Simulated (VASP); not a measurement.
A run of VASP 6.6.1:

File POSCAR:

```
C
1.0
    0.0000000000      1.7833700000      1.7833700000
    1.7833700000      0.0000000000      1.7833700000
    1.7833700000      1.7833700000      0.0000000000
C
2
Direct
    0.0000000000      0.0000000000      0.0000000000
    0.2500000000      0.2500000000      0.2500000000
```

File INCAR.step1:

```
SYSTEM = C
ALGO = Normal
EDIFF = 1E-4
ENCUT = 600
GGA = PE
ISMEAR = 0
LASPH = .True.
LCHARG = .False.
LREAL = .False.
LWAVE = .True.
NELM = 60
PREC = Accurate
SIGMA = 0.01
```

The input INCAR.step2:

```
SYSTEM = C
ALGO = Normal
EDIFF = 1E-7
EDIFFG = -0.01
ENCUT = 600
IBRION = 2
ISIF = 3
ISMEAR = 0
ISTART = 1
LASPH = .True.
LCHARG = .False.
LMIXTAU = .True.
LREAL = .False.
LWAVE = .False.
METAGGA = R2SCAN
NELM = 60
NSW = 80
PREC = Accurate
SIGMA = 0.01
```

KPOINTS

```
k-points
0
Gamma
  12 12 12
  0 0 0
```

Potentials or basis: VASP PAW PBE potentials, release 64 (C).

The run is started by

```bash
$ cat potpaw_PBE.64/C/POTCAR > POTCAR
$ cp INCAR.step1 INCAR
$ mpirun -np 1 vasp_std > vasp.out
$ cp INCAR.step2 INCAR
$ mpirun -np 1 vasp_std > vasp.out
```

Hardware: 1 thread of Intel(R) Xeon(R) Platinum 8488C (Sapphire Rapids) (shared host).

How long does it take, and how much memory?

It took 77 s on 1 thread of Intel(R) Xeon(R) Platinum 8488C (Sapphire Rapids), with other jobs on the host, peak memory 0.12 GiB. Counts: k points 72, ion steps 3.
